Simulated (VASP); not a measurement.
# HC10 in VASP: a series of runs, part 3 of 3

VASP 6.6.1.

**5. Single point, PBE**

File INCAR:

```
SYSTEM = HC10
  PREC = Accurate
  ENCUT = 520
  EDIFF = 1E-6
  ISMEAR = 0
  SIGMA = 0.1
  LREAL = Auto
  LASPH = .True.
  NELM = 80
  ALGO = Normal
  ISIF = 2
  LWAVE = .False.
  LCHARG = .False.
  LDIPOL = .True.
  IDIPOL = 3
  DIPOL = 0.5 0.5 0.293
  GGA = PE
  NBANDS = 58
```

File KPOINTS:

```
regular mesh
0
Gamma
  4 3 1
  0 0 0
```

File POSCAR:

```
HC10
1.0
    8.5436715410      0.0000000000      0.0000000000
   -2.1359178852      8.6110540228      0.0000000000
    0.0000000000      0.0000000000     22.7788015587
C H
20 2
Direct
    0.0782061927      0.9794914374      0.1756018634
    0.5782061927      0.9794914374      0.1756018634
    0.4115395260      0.9794914374      0.1756018634
    0.9115395260      0.9794914374      0.1756018634
    0.3230790520      0.9589828748      0.2291807119
    0.8230790520      0.9589828748      0.2291807119
    0.1564123854      0.9589828748      0.2291807119
    0.6564123854      0.9589828748      0.2291807119
    0.0669021191      0.9383827998      0.2826780623
    0.5669021191      0.9383827998      0.2826780623
    0.4022889535      0.9383826011      0.2826780666
    0.9022889535      0.9383826011      0.2826780666
    0.3111130358      0.9176686260      0.3364248459
    0.8111130358      0.9176686260      0.3364248459
    0.1477209834      0.9176686383      0.3364247639
    0.6477209834      0.9176686383      0.3364247639
    0.0473696299      0.8987954532      0.3853929922
    0.5473696299      0.8987954532      0.3853929922
    0.4020260968      0.8987947219      0.3853934781
    0.9020260968      0.8987947219      0.3853934781
    0.1755985266      0.2321282990      0.4051482018
    0.3920160224      0.2321282990      0.4051482018
```

Potentials or basis: VASP PAW PBE potentials, release 64 (C, H).

The run is started by

```bash
> cat potpaw_PBE.64/C/POTCAR potpaw_PBE.64/H/POTCAR > POTCAR
> mpirun -np 1 vasp_std > vasp.out
```

OUTCAR:

```text
SYSTEM = HC10
   PREC = Accurate
   ENCUT = 520
   EDIFF = 1E-6
   ISMEAR = 0
   LREAL = Auto
   LASPH = .True.
   NELM = 80
   ISIF = 2
   GGA = PE

 ion  position               nearest neighbor table
   1  0.078  0.979  0.176-   7 1.42   4 1.42
   2  0.578  0.979  0.176-   8 1.42   3 1.42
   3  0.412  0.979  0.176-   5 1.42   2 1.42
   4  0.912  0.979  0.176-   6 1.42   1 1.42
   5  0.323  0.959  0.229-   7 1.42   3 1.42  11 1.43
   6  0.823  0.959  0.229-   8 1.42   4 1.42  12 1.43
   7  0.156  0.959  0.229-   5 1.42   1 1.42   9 1.43
   8  0.656  0.959  0.229-   6 1.42   2 1.42  10 1.43
   9  0.067  0.938  0.283-  12 1.41   7 1.43  15 1.44
  10  0.567  0.938  0.283-  11 1.41   8 1.43  16 1.44
  11  0.402  0.938  0.283-  10 1.41   5 1.43  13 1.44
  12  0.902  0.938  0.283-   9 1.41   6 1.43  14 1.44
  13  0.311  0.918  0.336-  19 1.39  15 1.40  11 1.44
  14  0.811  0.918  0.336-  20 1.39  16 1.40  12 1.44
  15  0.148  0.918  0.336-  17 1.39  13 1.40   9 1.44
  16  0.648  0.918  0.336-  18 1.39  14 1.40  10 1.44
[... 227 lines left out ...]
      2     -21.8981      2.00000
      3     -21.6213      2.00000
      4     -21.3739      2.00000
      5     -20.1993      2.00000
      6     -19.7717      2.00000
[... 381 lines left out ...]
     52       0.1627      0.00000
     53       0.7146      0.00000
 [bands above 53 left out]

------------------------ aborting loop because EDIFF is reached ----------------------------------------

 vacuum level on the upper side and lower side of the slab       (xc-potential included)        -0.336         0.249

  FORCE on cell =-STRESS in cart. coord.  units (eV):
  Direction    XX          YY          ZZ          XY          YZ          ZX
  --------------------------------------------------------------------------------------
  -------------------------------------------------------------------------------------
  Total       -7.9610195     -0.3419440     -5.0764902      0.0523236      0.7790424      0.0417032
  in kB       -7.6111019     -0.3269142     -4.8533589      0.0500237      0.7448005      0.0398702
  external PRESSURE =      -4.2637917 kB  Pullay stress =       0.0000000 kB

 VOLUME and BASIS-vectors are now :
 -----------------------------------------------------------------------------
  energy-cutoff  :      520.00
  volume of cell :     1675.84
      direct lattice vectors                 reciprocal lattice vectors
     8.543671541  0.000000000  0.000000000     0.117045698  0.029032451  0.000000000
    -2.135917885  8.611054023  0.000000000     0.000000000  0.116129802  0.000000000
     0.000000000  0.000000000 22.778801559     0.000000000  0.000000000  0.043900466

 POSITION                                       TOTAL-FORCE (eV/Angst)
 -----------------------------------------------------------------------------------
     -1.42395      8.43445      4.00000        -6.814872     -0.160015      1.123292
      2.84789      8.43445      4.00000        -6.815173     -0.159558      1.121860
      1.42395      8.43445      4.00000         6.817159     -0.162529      1.122509
      5.69578      8.43445      4.00000         6.811196     -0.161373      1.124438
      0.71197      8.25785      5.22046        -0.454978      0.167784     -1.153097
      4.98381      8.25785      5.22046        -0.445672      0.167528     -1.162158
[... 14 lines left out ...]
      1.00445      1.99887      9.22879         2.936551     -0.023153      0.012344
      2.85345      1.99887      9.22879        -2.914370     -0.009629      0.006176
 -----------------------------------------------------------------------------------
    total drift:                               -0.025645     -0.001147      0.048256

  FREE ENERGIE OF THE ION-ELECTRON SYSTEM (eV)
  ---------------------------------------------------
  free  energy   TOTEN  =      -167.9986224273 eV

  energy  without entropy=     -167.9913915874  energy(sigma->0) =     -167.99500701

 vacuum level on the upper side and lower side of the slab         0.804         1.397
```

It took 25 min on 1 thread of Intel Xeon Platinum 8488C (Sapphire Rapids), shared host; peak memory 1.6 GiB.

Results:

```
Free energy            : -167.9986 eV
Largest force          : 6.911 eV/Å
Band gap on the k mesh : 0.26 eV (least direct gap 0.38 eV)
```

Forces in eV/Å, atoms in the order of the input:
```
C   -6.815 -0.160  1.123
C   -6.815 -0.160  1.122
C    6.817 -0.163  1.123
C    6.811 -0.161  1.124
C   -0.455  0.168 -1.153
C   -0.446  0.168 -1.162
C    0.461  0.167 -1.157
C    0.452  0.166 -1.160
C   -0.002  0.002  0.005
C   -0.020  0.009 -0.016
C    0.018  0.009 -0.014
C    0.020  0.013 -0.012
C   -0.165 -0.031 -0.012
C   -0.055 -0.028  0.023
C    0.134 -0.057 -0.018
C    0.045 -0.019  0.038
C    0.037  0.056  0.015
C    0.058  0.002  0.025
C   -0.027  0.055  0.052
C   -0.076 -0.001  0.039
H    2.937 -0.023  0.012
H   -2.914 -0.010  0.006
```

**6. Summary**

```csv
cell,gap on the mesh (eV),largest force (eV/Å)
"as given, atomic positions A",0.26,6.91
"as given, atomic positions B",0.26,6.91
"as given, atomic positions C",0.26,6.91
"as given, atomic positions D",0.26,6.91
```

Alike in all rows: task single point; level PBE; potentials or basis VASP PAW PBE potentials, release 64 (C, H); no spin polarisation; k mesh 4 × 3 × 1; cutoff (eV) 520; smearing gaussian 0.1 eV.

Absolute energies hang on the potentials; compare differences alone.
